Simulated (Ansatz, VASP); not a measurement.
**Al12H: VASP beside Ansatz**

Contents of INCAR:

```
PREC = Accurate ; ENCUT = 520
EDIFF = 1E-6 ; ISMEAR = 0
SIGMA = 0.1 ; LREAL = False
LASPH = True ; NELM = 150
ALGO = Normal ; ISIF = 2
LWAVE = False ; LCHARG = False
ISPIN = 2 ; MAGMOM = 0 0 0 0 0 0 0 0 0 0 0 0 1
LORBIT = 11 ; LDIPOL = True
IDIPOL = 3 ; DIPOL = 0.5 0.5 0.304
GGA = PE ; NBANDS = 34
```

The input KPOINTS:

```
Automatic mesh
0
Gamma
  6 6 1
```

Contents of POSCAR:

```
Al12H
1.0
    5.7135165838      0.0000000000      0.0000000000
   -2.8567582919      4.9480505065      0.0000000000
    0.0000000000      0.0000000000     21.6013781936
Al H
12 1
Direct
    0.3333333333      0.1666666667      0.1851733702
    0.3333333333      0.6666666667      0.1851733702
    0.8333333333      0.1666666667      0.1851733702
    0.8333333333      0.6666666667      0.1851733702
    0.1666666667      0.3333333333      0.2916813828
    0.1666666667      0.8333333333      0.2916813828
    0.6666666667      0.3333333333      0.2916813828
    0.6666666667      0.8333333333      0.2916813828
    0.0000000000      0.0000000000      0.3981865470
    0.0000000000      0.5000000000      0.3981865470
    0.5000000000      0.0000000000      0.3981865470
    0.5000000000      0.5000000000      0.3981865470
    0.0000000000      0.0000000000      0.4528126912
```

Input for Ansatz:

```yaml
crystal:
  lattice:
    - [5.7135165838, 0.0, 0.0]
    - [-2.8567582919, 4.9480505065, 0.0]
    - [0.0, 0.0, 21.6013781936]
  atoms:
    - { symbol: Al, position: [0.3333333333, 0.1666666667, 0.1851733702] }
    - { symbol: Al, position: [0.3333333333, 0.6666666667, 0.1851733702] }
    - { symbol: Al, position: [0.8333333333, 0.1666666667, 0.1851733702] }
    - { symbol: Al, position: [0.8333333333, 0.6666666667, 0.1851733702] }
    - { symbol: Al, position: [0.1666666667, 0.3333333333, 0.2916813828] }
    - { symbol: Al, position: [0.1666666667, 0.8333333333, 0.2916813828] }
    - { symbol: Al, position: [0.6666666667, 0.3333333333, 0.2916813828] }
    - { symbol: Al, position: [0.6666666667, 0.8333333333, 0.2916813828] }
    - { symbol: Al, position: [0.0, 0.0, 0.398186547] }
    - { symbol: Al, position: [0.0, 0.5, 0.398186547] }
    - { symbol: Al, position: [0.5, 0.0, 0.398186547] }
    - { symbol: Al, position: [0.5, 0.5, 0.398186547] }
    - { symbol: H, position: [0.0, 0.0, 0.4528126912], spin: 1.0 }
basis:
  ecutwfc: 420
kpoints:
  mp_grid: { grid: [6, 6, 1] }
hamiltonian:
  xc: pbe
  pseudopotentials: { kind: paw, azcp: { folder: soft_1 } }
scf:
  occupations: { method: gaussian, width: 0.1 }
output:
  forces: true
  eigenvalues: true
  populations: true
magnetization:
  spin_polarized: true
efield:
  axis: 3
  dipole_correction: true
  ramp_width: 0.04
```

Alike in both runs: task single point; functional PBE; k mesh 6 × 6 × 1; occupations gaussian, width 0.1 eV; collinear spin.

|  | VASP | Ansatz |
| --- | --- | --- |
| version | VASP 6.6.1 | Ansatz 0.2.0 |
| potentials or method | VASP PAW PBE potentials, release 64 (Al, H), cutoff 520 eV | scalar-relativistic, plane waves, PAW |
| valence electrons in the cell | 37 | 37 |

```csv
,VASP,Ansatz,Ansatz less VASP
gap on the k mesh at the Fermi level (eV),none,none,-
rms of the force components (eV/Å),2.865,2.884,+0.0199
net moment per atom (μB),0.00,0.00,0.000
```

Atom by atom the forces differ by 0.020 eV/Å (rms over components). A gap of «none» marks a metal or a gap that the smearing closes. Ansatz's warnings: seeded moment not kept.
